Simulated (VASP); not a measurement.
Write the native input for VASP 6.6.1 that does the following.

| Property | Result |
| --- | --- |
| Task | single point |
| Functional | LDA |
| Potentials or basis | VASP PAW LDA potentials, release 64 (Na_pv) |
| Cutoff | 520 eV |
| k mesh | 18 × 18 × 18 |
| Occupations | gaussian, width 0.15 eV |
| Spin | no spin polarisation |
| Dipole correction | no |
| Further INCAR settings | ALGO = Fast; EDIFF = 1e-07; NBANDS = 10 |

The structure of Na lies in POSCAR:

```
Na
1.0
   -1.6050474180      1.8882910800      2.6372766800
    1.6050474180     -1.8882910800      2.6372766800
    1.6050474180      1.8882910800     -2.6372766800
Na
1
Direct
    0.0000000000      0.0000000000      0.0000000000
```

This cell differs from its parent crystal: strain -0.1500 x Voigt [1, 0, 0, 0, 0, 0].

These files were run (other wordings do the same):

INCAR

```
SYSTEM = Na
ALGO = Fast
EDIFF = 1E-7
ENCUT = 520
ISIF = 2
ISMEAR = 0
LASPH = .True.
LCHARG = .False.
LREAL = .False.
LWAVE = .False.
NBANDS = 10
NELM = 100
PREC = Accurate
SIGMA = 0.15
```

KPOINTS

```
k-points
0
Gamma
  18 18 18
  0 0 0
```

Potentials or basis: VASP PAW LDA potentials, release 64 (Na_pv).

Launch:

```console
$ cat potpaw_LDA.64/Na_pv/POTCAR > POTCAR
$ mpirun -np 1 vasp_std > vasp.out
```

It gave:

The pressure is 0.5 GPa and the band gap on the k mesh is zero (an odd number of electrons rules out a gap without spin polarisation).

Caveat: the cell differs from its parent crystal (strain -0.1500 x Voigt [1, 0, 0, 0, 0, 0]).

It took 8.5 min on 1 thread of Oxide Virtual Turin-like Processor, on a shared host, peak memory 0.28 GiB.
